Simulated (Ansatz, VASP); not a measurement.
## Rh in VASP and in Ansatz

File INCAR:

```
PREC = Accurate
ENCUT = 500
EDIFF = 1E-7
ISMEAR = -1
SIGMA = 0.15
LREAL = False
LASPH = True
NELM = 120
ALGO = Normal
ISIF = 3
LWAVE = False
LCHARG = False
GGA = PE
IBRION = 2
NSW = 80
EDIFFG = -0.02
GGA_COMPAT = False
NELMIN = 4
```

KPOINTS

```
regular mesh
0
Gamma
  10 10 10
```

The input POSCAR:

```
Rh
1.0
    0.0000000000      1.8978500000      1.8978500000
    1.8978500000      0.0000000000      1.8978500000
    1.8978500000      1.8978500000      0.0000000000
Rh
1
Direct
    0.0000000000      0.0000000000      0.0000000000
```

Input for Ansatz:

```yaml
crystal:
  lattice:
    - [0.0, 1.89785, 1.89785]
    - [1.89785, 0.0, 1.89785]
    - [1.89785, 1.89785, 0.0]
  atoms:
    - { symbol: Rh, position: [0.0, 0.0, 0.0] }
basis:
  ecutwfc: 450.0
kpoints:
  mp_grid:
    grid: [10, 10, 10]
hamiltonian:
  xc: pbe
  dispersion: none
scf:
  occupations:
    method: fermi_dirac
    width: 0.15
relax:
  f_tol: 0.02
  cell: {}
```

Alike in both runs: task relaxation of cell and atoms; functional PBE; k mesh 10 × 10 × 10; occupations fermi-dirac, width 0.15 eV; no spin polarisation.

```csv
,VASP,Ansatz
version,VASP 6.6.1,Ansatz 0.2.0
potentials or method,"VASP PAW PBE potentials, release 64 (Rh_pv), cutoff 500 eV","plane waves, PAW"
valence electrons in the cell,15,17
```

Ansatz gave:

- relaxed volume (Å³/atom): 14.09
- relaxed cell length with the largest relative difference (Å): 2.711

Q: Estimate VASP's values.

A: Relaxed volume (Å³/atom): 14.11; relaxed cell length with the largest relative difference (Å): 2.712.

VASP's potentials hold 15 valence electrons a cell and Ansatz's 17, so a difference there can come from the potentials and not from the codes.
